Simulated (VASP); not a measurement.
Runs of VASP 6.6.1 on Sn. The structure is that of space group Fd-3m (No. 227), or close to it. The cells are those of the table. 

```csv
level,cell,gap on the mesh (eV),pressure (GPa),largest force (eV/Å)
r2SCAN,"a = 4.537 Å, angles 61.6°, 2 atoms",none,(b),-
r2SCAN,"a = 4.656, b = 4.656, c = 4.645 Å, angles 60.1, 60.1, 59.8°, 2 atoms",none,(a),-
PBE,"a = 4.656, b = 4.656, c = 4.645 Å, angles 60.1, 60.1, 59.8°, 2 atoms",none,1.3,-
PBE,"a = 4.640 Å, angles 60.3°, 2 atoms",none,1.4,0.02
PBE,"a = 4.537 Å, angles 61.6°, 2 atoms",none,3.2,0.03
```

Alike in all rows: task single point; potentials or basis VASP PAW PBE potentials, release 64 (Sn_d); no spin polarisation; k mesh 6 × 6 × 6; cutoff (eV) 520; smearing fermi-dirac 0.02 eV.

Question: Estimate the missing entries.

Answer: (a) -0.2; (b) 1.7.

Caveats: spin-orbit coupling is left out, which moves the levels of the heavy elements; the PAW data sets were made with another functional, which shifts forces and pressure a little (some runs).

A k mesh can miss the band edges, and the runs leave out spin-orbit coupling on Sn.

A gap of «none» marks levels without a gap at the run's occupations.
